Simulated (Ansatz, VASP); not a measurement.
**Two plane-wave programs on Si**

Contents of INCAR:

```
SYSTEM = Si
PREC     = Accurate       ! precision mode
ENCUT    = 520            ! plane-wave cutoff, eV
EDIFF    = 1E-6           ! SCF threshold, eV
ISMEAR   = 0              ! smearing method
SIGMA    = 0.01           ! smearing width, eV
LREAL    = .FALSE.        ! projectors in reciprocal space
LASPH    = .TRUE.         ! aspherical terms in the spheres
NELM     = 80             ! most SCF steps
ALGO     = Normal         ! electronic algorithm
ISIF     = 2              ! what is computed and relaxed
LWAVE    = .FALSE.        ! write WAVECAR
LCHARG   = .FALSE.        ! write CHGCAR
GGA      = PS             ! functional
NBANDS   = 16             ! bands
```

KPOINTS

```
regular mesh
0
G
  9 9 6
  0 0 0
```

POSCAR

```
Si
1.0
    3.8438634368      0.0000000000      0.0000000000
   -1.9219317184      3.3288833850      0.0000000000
    0.0000000000      0.0000000000      6.3125608174
Si
4
Direct
    0.3333333333      0.6666666667     -0.0004615456
    0.6666666667      0.3333333333      0.4995384544
    0.3333333333      0.6666666667      0.3744615456
    0.6666666667      0.3333333333      0.8744615456
```

Input for Ansatz:

```yaml
crystal:
  lattice:
    - [3.8438634368, 0.0, 0.0]
    - [-1.9219317184, 3.328883385, 0.0]
    - [0.0, 0.0, 6.3125608174]
  atoms:
    - { symbol: Si, position: [0.3333333333, 0.6666666667, -0.0004615456] }
    - { symbol: Si, position: [0.6666666667, 0.3333333333, 0.4995384544] }
    - { symbol: Si, position: [0.3333333333, 0.6666666667, 0.3744615456] }
    - { symbol: Si, position: [0.6666666667, 0.3333333333, 0.8744615456] }
basis:
  ecutwfc: 600.0
kpoints:
  mp_grid: { grid: [9, 9, 6] }
  band_path:
    path:
      - [0.0, 0.0, 0.0]
      - [0.0, 0.0, 0.0]
      - [0.0, 0.0, 0.0]
      - [0.0, 0.0, 0.0]
      - [0.0, 0.0, 0.0]
      - [0.0, 0.0, 0.0]
      - [0.0, 0.0, 0.0]
      - [0.0, 0.0, 0.0]
      - [0.0, 0.0, 0.0]
      - [0.0, 0.0, 0.0]
      - [0.0, 0.0, 0.0]
      - [0.0, 0.0, 0.0]
      - [0.0, 0.0, 0.0]
      - [0.0, 0.0, 0.0]
      - [0.0, 0.0, 0.0]
      - [0.0, 0.0, 0.0]
      - [0.0, 0.0, 0.0]
      - [0.0, 0.0, 0.0]
      - [0.0, 0.0, 0.0]
      - [0.0, 0.0, 0.0]
      - [0.0, 0.0, 0.0]
      - [0.0, 0.0, 0.0]
      - [0.0, 0.0, 0.0]
      - [0.0, 0.0, 0.0]
      - [0.0, 0.0, 0.0]
      - [0.0, 0.0, 0.0]
      - [0.3, 0.0, 0.0]
      - [0.3166666667, 0.0, 0.0]
      - [0.3333333333, 0.0, 0.0]
      - [0.35, 0.0, 0.0]
      - [0.3666666667, 0.0, 0.0]
      - [0.3833333333, 0.0, 0.0]
      - [0.4, 0.0, 0.0]
      - [0.4166666667, 0.0, 0.0]
      - [0.4333333333, 0.0, 0.0]
      - [0.45, 0.0, 0.0]
      - [0.4666666667, 0.0, 0.0]
      - [0.4833333333, 0.0, 0.0]
      - [0.5, 0.0, 0.0]
      - [0.5, 0.0, 0.0]
      - [0.5, 0.0, 0.0416666667]
      - [0.5, 0.0, 0.0833333333]
      - [0.5, 0.0, 0.125]
      - [0.5, 0.0, 0.1666666667]
      - [0.5, 0.0, 0.2083333333]
      - [0.5, 0.0, 0.25]
      - [0.5, 0.0, 0.2916666667]
      - [0.5, 0.0, 0.3333333333]
      - [0.5, 0.0, 0.375]
      - [0.5, 0.0, 0.4166666667]
      - [0.5, 0.0, 0.4583333333]
      - [0.5, 0.0, 0.5]
      - [0.3333333333, 0.3333333333, 0.0]
      - [0.3333333333, 0.3333333333, 0.0]
      - [0.3333333333, 0.3333333333, 0.0]
      - [0.3333333333, 0.3333333333, 0.0]
      - [0.3333333333, 0.3333333333, 0.0]
      - [0.3333333333, 0.3333333333, 0.0]
      - [0.3333333333, 0.3333333333, 0.0]
      - [0.3333333333, 0.3333333333, 0.0]
      - [0.3333333333, 0.3333333333, 0.0]
      - [0.3333333333, 0.3333333333, 0.0]
      - [0.3333333333, 0.3333333333, 0.0]
      - [0.3333333333, 0.3333333333, 0.0]
      - [0.3333333333, 0.3333333333, 0.0]
      - [0.0, 0.0, 0.5]
      - [0.0, 0.0, 0.5]
      - [0.0, 0.0, 0.5]
      - [0.0, 0.0, 0.5]
      - [0.0, 0.0, 0.5]
      - [0.0, 0.0, 0.5]
      - [0.0, 0.0, 0.5]
      - [0.0, 0.0, 0.5]
      - [0.0, 0.0, 0.5]
      - [0.0, 0.0, 0.5]
      - [0.0, 0.0, 0.5]
      - [0.0, 0.0, 0.5]
      - [0.0, 0.0, 0.5]
    npoints: 1
hamiltonian:
  xc: pbesol
  pseudopotentials: { kind: paw, azcp: { folder: soft_1 } }
scf:
  occupations: { method: fixed }
  n_extra_bands: 6
output:
  eigenvalues: true
```

Alike in both runs: task single point; functional PBEsol; k mesh 9 × 9 × 6; no spin polarisation.

|  | VASP | Ansatz |
| --- | --- | --- |
| version | VASP 6.6.1 | Ansatz 0.2.0 |
| potentials or method | VASP PAW PBE potentials, release 64 (Si), cutoff 520 eV | scalar-relativistic, plane waves, PAW |
| occupations | gaussian, width 0.01 eV | fixed |
| valence electrons in the cell | 16 | 16 |

|  | VASP | Ansatz | Ansatz less VASP |
| --- | --- | --- | --- |
| gap on the k mesh at the Fermi level (eV) | 0.33 | 0.33 | +0.007 |
| least direct gap on the mesh (eV) | 0.88 | 0.88 | 0.000 |

VASP's potentials were made for PBE, not for PBEsol, and Ansatz warns of the same on its side.
